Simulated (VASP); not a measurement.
Y3LuO2: single point with PBE

The system is Y3LuO2.

```
Y Lu O
1.0
    -3.67416   -2.12128   -2.99607
     0.00000    4.24255   -2.99607
     7.34832   -4.24255   -5.99215
Y Lu O
6 2 4
Direct
  0.50000 0.00000 0.75000
  0.50000 0.00000 0.25000
  0.00000 0.50000 0.75000
  0.00000 0.50000 0.25000
  0.50000 0.50000 0.00000
  0.50000 0.50000 0.50000
  0.00000 0.00000 0.00000
  0.00000 0.00000 0.50000
  0.24507 0.24507 0.62254
  0.24507 0.24507 0.12254
  0.75493 0.75493 0.87746
  0.75493 0.75493 0.37746
```

```json
{"Program": "VASP 6.6.1", "Task": "single point", "Functional": "PBE", "Potentials or basis": "VASP PAW PBE potentials, release 64 (Y_sv, Lu, O)", "Cutoff": "520 eV", "k mesh": "4 × 4 × 2", "Occupations": "gaussian, width 0.2 eV", "Spin": "no spin polarisation", "Dipole correction": "no", "Further INCAR settings": "ALGO = Normal; EDIFF = 1e-06; NBANDS = 82"}
```

```
Pressure               : 0.0 GPa
Largest force          : 0.071 eV/Å
Band gap on the k mesh : zero (band 70 reaches 4.01 eV, above the bottom of band 71 at 3.08 eV)
```

Forces on the atoms (eV/Å):
```
Y    0.000  0.000  0.000
Y    0.000  0.000  0.000
Y    0.000  0.000  0.000
Y    0.000  0.000  0.000
Y    0.000  0.000  0.000
Y    0.000  0.000  0.000
Lu   0.000  0.000  0.000
Lu   0.000  0.000  0.000
O    0.000  0.000 -0.071
O    0.000  0.000 -0.071
O    0.000  0.000  0.071
O    0.000  0.000  0.071
```

Stress tensor (GPa, compression positive):
```
-0.12  0.00  0.00
 0.00 -0.12  0.00
 0.00  0.00  0.26
```

Levels at points of the mesh, in eV from the Fermi level:
| k point | band 68 | band 69 | band 70 | band 71 | band 72 | band 73 |
| --- | --- | --- | --- | --- | --- | --- |
| (0.00, 0.00, 0.00) | -0.78 | -0.56 | -0.56 | 0.02 | 0.21 | 0.42 |
| (0.50, 0.00, 0.00) | -0.95 | 0.02 | 0.21 | 0.42 | 0.53 | 0.64 |
| (0.50, 0.50, 0.00) | -0.95 | -0.95 | 0.69 | 0.82 | 0.92 | 0.99 |
| (0.00, 0.00, 0.50) | -0.55 | -0.35 | -0.35 | -0.25 | -0.25 | -0.09 |
| (0.50, 0.00, 0.50) | -0.34 | -0.16 | -0.16 | 0.44 | 0.44 | 0.52 |
| (0.50, 0.50, 0.50) | -1.43 | 0.23 | 0.23 | 0.89 | 0.89 | 0.91 |

It took 6 min on 1 thread of Intel(R) Xeon(R) 6975P-C (Granite Rapids), with other jobs on the host, peak memory 0.49 GiB.

Caveat: spin-orbit coupling is left out, which moves the levels of the heavy elements.
